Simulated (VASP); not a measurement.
# Sr33O31 (a cell with a defect) in VASP: single point with PBEsol

Aim: the single point of Sr33O31 (a cell with a defect) with PBEsol.

Program: VASP 6.6.1. These are calculated values, not measurements. Logs are shortened: lines on timing, memory, paths and dates and some standing lists are left out, and cuts for length are marked.

## 1. The cell of the first run

The cell holds a defect, 64 atoms: a = 10.245 Å, b = 10.245 Å, c = 10.245 Å, α = 90.00°, β = 90.00°, γ = 90.00°.

## 2. Single point, PBEsol

The input, INCAR:

```
SYSTEM = Sr33O31
ALGO = Normal
EDIFF = 1E-6
ENCUT = 520
GGA = PS
ISIF = 2
ISMEAR = -1
ISYM = 0
LASPH = .True.
LCHARG = .False.
LREAL = Auto
LWAVE = .False.
NBANDS = 296
NELECT = 514.0
NELM = 100
PREC = Accurate
SIGMA = 0.05
```

The input, KPOINTS:

```
Automatic mesh
0
Gamma
  1 1 1
  0.25 0.25 0.25
```

The input, POSCAR:

```
Sr33O31
1.0
   10.2454930000      0.0000000000      0.0000000000
    0.0000000000     10.2454930000      0.0000000000
    0.0000000000      0.0000000000     10.2454930000
O Sr
31 33
Direct
    0.2499400000      0.9998790000      0.0002330000
    0.2499890000      0.9996940000      0.5002520000
    0.2499410000      0.4998380000      0.0010220000
    0.7499900000      0.9998290000      0.0001810000
    0.7499500000      0.9997730000      0.5002170000
    0.7499750000      0.4998000000      0.0002110000
    0.7498460000      0.4998270000      0.5002710000
    0.0031110000      0.2530150000      0.0001830000
    0.9953730000      0.2450310000      0.5001180000
    0.0030150000      0.7465870000      0.0002280000
    0.9952550000      0.7546340000      0.5000940000
    0.4970090000      0.2530120000      0.0001170000
    0.5046950000      0.2448920000      0.5001530000
    0.4969100000      0.7466040000      0.0001380000
    0.5045700000      0.7545760000      0.5000790000
    0.0026880000      0.9998940000      0.2492800000
    0.0026410000      0.9998760000      0.7511330000
    0.0085730000      0.4998550000      0.2581770000
    0.0076550000      0.4998030000      0.7433730000
    0.4974870000      0.9997770000      0.2491530000
    0.4973170000      0.9997900000      0.7510750000
    0.4927100000      0.4998270000      0.2568450000
    0.4909430000      0.4998250000      0.7421200000
    0.2499390000      0.2575270000      0.2575050000
    0.2499950000      0.2579840000      0.7425830000
    0.2498860000      0.7421100000      0.2576130000
    0.2500420000      0.7419110000      0.7429480000
    0.7500650000      0.2527030000      0.2493910000
    0.7499570000      0.2528000000      0.7508950000
    0.7499400000      0.7467920000      0.2493850000
    0.7498810000      0.7466620000      0.7509470000
    0.2498090000      0.4995540000      0.5018100000
    0.9968760000      0.9997880000      0.0001190000
    0.9943530000      0.9999250000      0.5002190000
    0.9920390000      0.4997660000      0.0005570000
    0.9742660000      0.5001150000      0.5004970000
    0.5030290000      0.9998050000      0.0001080000
    0.5055730000      0.9996120000      0.5001270000
    0.5078920000      0.4997710000      0.0002660000
    0.5253920000      0.4994210000      0.4997510000
    0.2500640000      0.2419540000      0.0004390000
    0.2503290000      0.2238700000      0.5000090000
    0.2499910000      0.7578480000      0.0004730000
    0.2496250000      0.7754890000      0.5002530000
    0.7500260000      0.2468080000      0.0000570000
    0.7501030000      0.2443220000      0.5002020000
    0.7499760000      0.7528580000      0.0001960000
    0.7497860000      0.7551980000      0.5002090000
    0.2501420000      0.9997910000      0.2466300000
    0.2499900000      0.9997370000      0.7538860000
    0.2504120000      0.4997970000      0.2175070000
    0.2495220000      0.4999930000      0.7846030000
    0.7500770000      0.9996740000      0.2498280000
    0.7500060000      0.9997980000      0.7505560000
    0.7500170000      0.4997330000      0.2468120000
    0.7500270000      0.4997090000      0.7536680000
    0.0000120000      0.2499740000      0.2535150000
    0.9998840000      0.2498890000      0.7470400000
    0.9997660000      0.7498650000      0.2534730000
    0.9998900000      0.7499080000      0.7470640000
    0.5001100000      0.2496050000      0.2533670000
    0.4999950000      0.2499320000      0.7469140000
    0.5001050000      0.7499890000      0.2533740000
    0.4998450000      0.7496800000      0.7469000000
```

Potentials or basis: VASP PAW PBE potentials, release 64 (O, Sr_sv).

Started as:

```console
$ cat potpaw_PBE.64/O/POTCAR potpaw_PBE.64/Sr_sv/POTCAR > POTCAR
$ mpirun -np 1 vasp_std > vasp.out
```

OUTCAR:

```text
SYSTEM = Sr33O31
   EDIFF = 1E-6
   ENCUT = 520
   GGA = PS
   ISIF = 2
   ISMEAR = -1
   ISYM = 0
   LASPH = .True.
   LREAL = Auto
   NELECT = 514.0
   NELM = 100
   PREC = Accurate

 ion  position               nearest neighbor table
   1  0.250  1.000  0.000-  43 2.48  41 2.48  50 2.52  49 2.52  33 2.59  37 2.59
   2  0.250  1.000  0.500-  42 2.30  44 2.30  49 2.60  50 2.60  38 2.62  34 2.62
   3  0.250  0.500  0.001-  52 2.22  51 2.22  41 2.64  35 2.64  39 2.64  43 2.64
   4  0.750  1.000  0.000-  33 2.53  37 2.53  47 2.53  45 2.53  54 2.56  53 2.56
   5  0.750  1.000  0.500-  38 2.50  34 2.50  46 2.51  48 2.51  54 2.56  53 2.57
   6  0.750  0.500  0.000-  35 2.48  39 2.48  56 2.53  55 2.53  45 2.59  47 2.59
[... 9 lines left out ...]
  16  0.003  1.000  0.249-  49 2.54  33 2.55  59 2.56  57 2.56  34 2.57  53 2.59
  17  0.003  1.000  0.751-  50 2.53  33 2.55  60 2.56  58 2.56  34 2.57  54 2.59
[... 66 lines left out ...]
  58  1.000  0.250  0.747-   9 2.53  29 2.56  19 2.56  17 2.56  25 2.56   8 2.59  46 3.60  34 3.60
                            36 3.61  42 3.61  56 3.62  54 3.62  50 3.62  52 3.64  45 3.64  33 3.65
  59  1.000  0.750  0.253-  11 2.53  30 2.56  16 2.56  18 2.56  26 2.56  10 2.60  48 3.60  34 3.60
                            44 3.61  36 3.61  53 3.62  55 3.62  49 3.63  47 3.64  35 3.65  51 3.65
  60  1.000  0.750  0.747-  11 2.53  17 2.56  31 2.56  19 2.56  27 2.56  10 2.59  34 3.60  48 3.60
                            36 3.61  44 3.61  54 3.62  50 3.62  56 3.62  52 3.64  33 3.64  47 3.64
  61  0.500  0.250  0.253-  13 2.53  20 2.56  28 2.56  24 2.56  22 2.57  12 2.60  38 3.60  46 3.60
                            40 3.60  42 3.61  49 3.62  53 3.62  55 3.62  51 3.64  37 3.64  41 3.64
  62  0.500  0.250  0.747-  13 2.53  29 2.56  23 2.56  25 2.56  21 2.56  12 2.59  46 3.60  38 3.60
                            42 3.61  40 3.61  56 3.62  54 3.62  50 3.62  45 3.65  39 3.65  37 3.65
  63  0.500  0.750  0.253-  15 2.53  20 2.56  30 2.56  22 2.56  26 2.57  14 2.59  38 3.60  48 3.60
                            40 3.61  44 3.61  53 3.62  49 3.62  55 3.62  51 3.64  47 3.64  37 3.64
  64  0.500  0.750  0.747-  15 2.53  27 2.56  23 2.56  31 2.56  21 2.56  14 2.59  48 3.60  38 3.60
                            44 3.61  40 3.61  50 3.62  56 3.62  54 3.62  52 3.64  37 3.65  39 3.65

IMPORTANT INFORMATION: All symmetrisations will be switched off!
NOSYMM: (Re-)initialisation of all symmetry stuff for point group C_1.

----------------------------------------------------------------------------------------

                                     Primitive cell

  volume of cell :    1075.4707

  direct lattice vectors                    reciprocal lattice vectors
    10.245493000  0.000000000  0.000000000     0.097603893  0.000000000  0.000000000
     0.000000000 10.245493000  0.000000000     0.000000000  0.097603893  0.000000000
     0.000000000  0.000000000 10.245493000     0.000000000  0.000000000  0.097603893

  length of vectors
    10.245493000 10.245493000 10.245493000     0.097603893  0.097603893  0.097603893

  position of ions in fractional coordinates (direct lattice)
[... 197 lines left out ...]
   ISMEAR =    -1;   SIGMA  =   0.05  broadening in eV -4-tet -1-fermi 0-gaus
   EFERMI_NEDOS =   21; number of points for ismear=-14 and -15
   IALGO  =     38    algorithm
   IMIX   =      4    mixing-type and parameters
     AMIX     =   0.40;   BMIX     =  1.00
     AMIX_MAG =   1.60;   BMIX_MAG =  1.00
  volume/ion in A,a.u.               =      16.80       113.40
  Fermi-wavevector in a.u.,A,eV,Ry     =   1.279960  2.418773 22.290386  1.638297
  Thomas-Fermi vector in A             =   2.412415
   LORBIT       =      0    0 simple, 1 ext, 2 COOP (PROOUT), +10 PAW based schemes
   GGA     = PS    functional components
   LHFCALC =     F    Hartree Fock is set to
   AEXX    =    0.0000 exact exchange contribution
   IVDW    =     0    specifies the selected vdW correction
   LEPSILON=     F    determine dielectric tensor
   LRPA    =     F    only Hartree local field effects (RPA)
 non-spin polarized calculation
  energy-cutoff  :      520.00
  volume of cell :     1075.47
 maximum number of plane-waves:     28978
 NGX is ok and might be reduce to    80
   NGX = 39   NGY = 39   NGZ = 39

 number of electron     514.0000088 magnetization

 Free energy of the ion-electron system (eV)
  ---------------------------------------------------
  ext. energy  EPLUGINS =         0.00000000
  ---------------------------------------------------
  free energy    TOTEN  =      -395.49114701 eV

  energy without entropy =     -395.41476247  energy(sigma->0) =     -395.45295474

 E-fermi :   4.4342     XC(G=0): -10.3703

 val. band max:        4.3290285612   @ k =   0.2500  -0.2500   0.2500
 cond. band min:       4.5746216300   @ k =   0.2500  -0.2500   0.2500
 fundamental gap:      0.2455930688
 Fermi energy:         4.4342458992

 k-point     1 :       0.2500    0.2500    0.2500
  band No.  band energies     occupation
      1     -33.3819      2.00000
      2     -30.7160      2.00000
      3     -30.6773      2.00000
      4     -30.6411      2.00000
      5     -30.6345      2.00000
      6     -30.6118      2.00000
[... 1077 lines left out ...]
    268       6.0845      0.00000
    269       6.4422      0.00000
 [bands above 269 left out]

------------------------ aborting loop because EDIFF is reached ----------------------------------------

  FORCE on cell =-STRESS in cart. coord.  units (eV):
  Direction    XX          YY          ZZ          XY          YZ          ZX
  --------------------------------------------------------------------------------------
  -------------------------------------------------------------------------------------
  Total        3.6230241      3.6639799      3.2247362     -0.0361262      0.0272207     -0.1277696
  in kB        5.3973828      5.4583965      4.8040353     -0.0538189      0.0405519     -0.1903442
  external PRESSURE =       5.2199382 kB  Pullay stress =       0.0000000 kB

 VOLUME and BASIS-vectors are now :
 -----------------------------------------------------------------------------
  energy-cutoff  :      520.00
  volume of cell :     1075.47
      direct lattice vectors                 reciprocal lattice vectors
    10.245493000  0.000000000  0.000000000     0.097603893  0.000000000  0.000000000
     0.000000000 10.245493000  0.000000000     0.000000000  0.097603893  0.000000000
     0.000000000  0.000000000 10.245493000     0.000000000  0.000000000  0.097603893

 POSITION                                       TOTAL-FORCE (eV/Angst)
 -----------------------------------------------------------------------------------
      2.56076     10.24425      0.00239         0.003653     -0.000089     -0.001099
      2.56126     10.24236      5.12533         0.001367      0.000546     -0.000680
      2.56077      5.12109      0.01047         0.000685     -0.001419     -0.002452
      7.68402     10.24374      0.00185        -0.000001     -0.001918     -0.002698
      7.68361     10.24317      5.12497         0.001809     -0.000569      0.000633
      7.68386      5.12070      0.00216         0.001267     -0.001329     -0.001697
[... 56 lines left out ...]
      5.12382      7.68401      2.59594        -0.013530     -0.023047     -0.031079
      5.12116      7.68084      7.65236        -0.005102     -0.010308      0.026525
 -----------------------------------------------------------------------------------
    total drift:                               -0.001508     -0.017432     -0.003598

  FREE ENERGIE OF THE ION-ELECTRON SYSTEM (eV)
  ---------------------------------------------------
  free  energy   TOTEN  =      -395.4911470089 eV

  energy  without entropy=     -395.4147624701  energy(sigma->0) =     -395.45295474
```

Run time: 1.9 h. Hardware: 1 thread of Oxide Virtual Turin-like, shared host; peak memory 1.4 GiB.

Results:

```yaml
Free_energy: -395.4911 eV
Largest_force: 0.154 eV/Å
```

Forces on the atoms (eV/Å):
```
O    0.004  0.000 -0.001
O    0.001  0.001 -0.001
O    0.001 -0.001 -0.002
O    0.000 -0.002 -0.003
O    0.002 -0.001  0.001
O    0.001 -0.001 -0.002
O    0.002 -0.002 -0.001
O   -0.013 -0.018 -0.003
O    0.060  0.074  0.005
O   -0.014  0.020 -0.002
O    0.056 -0.066  0.005
O    0.008 -0.021 -0.003
O   -0.059  0.067 -0.005
O    0.011  0.020  0.000
O   -0.062 -0.070  0.000
O   -0.013 -0.003  0.024
O   -0.015 -0.004 -0.024
O   -0.064  0.000 -0.027
O   -0.046  0.003  0.013
O    0.009  0.002  0.025
O    0.011  0.001 -0.025
O    0.045 -0.004 -0.013
O    0.062 -0.004  0.029
O    0.009 -0.049 -0.027
O   -0.001 -0.043  0.029
O    0.004  0.049 -0.026
O   -0.010  0.046  0.028
O   -0.003 -0.026  0.019
O    0.000 -0.027 -0.017
O    0.004  0.025  0.020
O    0.004  0.029 -0.017
Sr   0.000  0.003  0.000
Sr   0.017  0.008  0.014
Sr   0.004 -0.002 -0.004
Sr   0.031  0.006  0.006
Sr  -0.047 -0.014 -0.001
Sr  -0.005  0.000 -0.004
Sr   0.003  0.006  0.009
Sr  -0.027  0.006  0.006
Sr   0.055  0.019  0.003
Sr  -0.007  0.030 -0.001
Sr  -0.020 -0.028  0.011
Sr  -0.002 -0.041  0.007
Sr   0.015  0.026 -0.005
Sr  -0.001  0.012  0.014
Sr  -0.006 -0.008 -0.004
Sr  -0.005 -0.022 -0.003
Sr   0.002  0.008  0.003
Sr  -0.018 -0.003 -0.015
Sr   0.001  0.009  0.007
Sr  -0.001  0.009  0.151
Sr   0.004 -0.005 -0.154
Sr   0.003  0.012 -0.017
Sr  -0.010 -0.003  0.013
Sr  -0.005  0.002 -0.030
Sr  -0.011  0.011  0.023
Sr   0.010 -0.004 -0.033
Sr   0.025  0.005  0.023
Sr   0.025 -0.008 -0.035
Sr   0.007 -0.013  0.030
Sr   0.001  0.014 -0.037
Sr  -0.018  0.002  0.029
Sr  -0.014 -0.023 -0.031
Sr  -0.005 -0.010  0.027
```

Levels at points of the mesh, in eV from the Fermi level:
```
           k point  band 254  band 255  band 256  band 257  band 258  band 259  band 260  band 261
(0.25, 0.25, 0.25)     -2.89     -2.86     -2.83     -0.11      0.14      0.14      0.55      1.11
```

Caveat: the cell carries a net charge on a neutralising background, which shifts energy and pressure; the cell is charged against a uniform background, so pressure and absolute levels hang on convention; the PAW data sets were made with another functional, which shifts forces and pressure a little.
